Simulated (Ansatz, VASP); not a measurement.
**Two plane-wave programs on Tl**

INCAR

```
PREC = Accurate ; ENCUT = 520
EDIFF = 1E-6 ; ISMEAR = 0
SIGMA = 0.15 ; LREAL = False
LASPH = True ; NELM = 60
ALGO = Fast ; ISIF = 2
LWAVE = False ; LCHARG = False
GGA = PE ; NBANDS = 20
```

Contents of KPOINTS:

```
regular mesh
0
Gamma
  18 18 10
```

The input POSCAR:

```
Tl
1.0
    3.2831984387      0.0000000000      0.0000000000
   -1.6415992194      2.8433332536      0.0000000000
    0.0000000000      0.0000000000      5.8012500000
Tl
2
Direct
    0.3333333333      0.6666666667      0.2500000000
    0.6666666667      0.3333333333      0.7500000000
```

Input for Ansatz:

```yaml
crystal:
  lattice:
    - [3.2831984387, 0.0, 0.0]
    - [-1.6415992194, 2.8433332536, 0.0]
    - [0.0, 0.0, 5.80125]
  atoms:
    - { symbol: Tl, position: [0.3333333333, 0.6666666667, 0.25] }
    - { symbol: Tl, position: [0.6666666667, 0.3333333333, 0.75] }
basis:
  ecutwfc: 420
kpoints:
  mp_grid: { grid: [18, 18, 10] }
hamiltonian:
  xc: pbe
scf:
  occupations: { method: gaussian, width: 0.15 }
output:
  forces: true
  stress: true
  eigenvalues: true
```

Change from the starting cell: strain -0.050 along x and y, +0.050 along z, atoms carried along.

Alike in both runs: task single point; functional PBE; k mesh 18 × 18 × 10; occupations gaussian, width 0.15 eV; no spin polarisation.

```csv
,VASP,Ansatz
version,VASP 6.6.1,Ansatz 0.2.0
potentials or method,"VASP PAW PBE potentials, release 64 (Tl_d), cutoff 520 eV","scalar-relativistic, plane waves, PAW"
valence electrons in the cell,26,26
```

|  | VASP | Ansatz | Ansatz less VASP |
| --- | --- | --- | --- |
| gap on the k mesh at the Fermi level (eV) | none | none | - |
| pressure (GPa) | 5.9 | 6.0 | +0.07 |
| traceless stress, the component that is largest in VASP (GPa) | -2.35 | -2.35 | +0.001 |

A gap of «none» marks a metal or a gap that the smearing closes.

Neither program's run includes spin-orbit coupling.
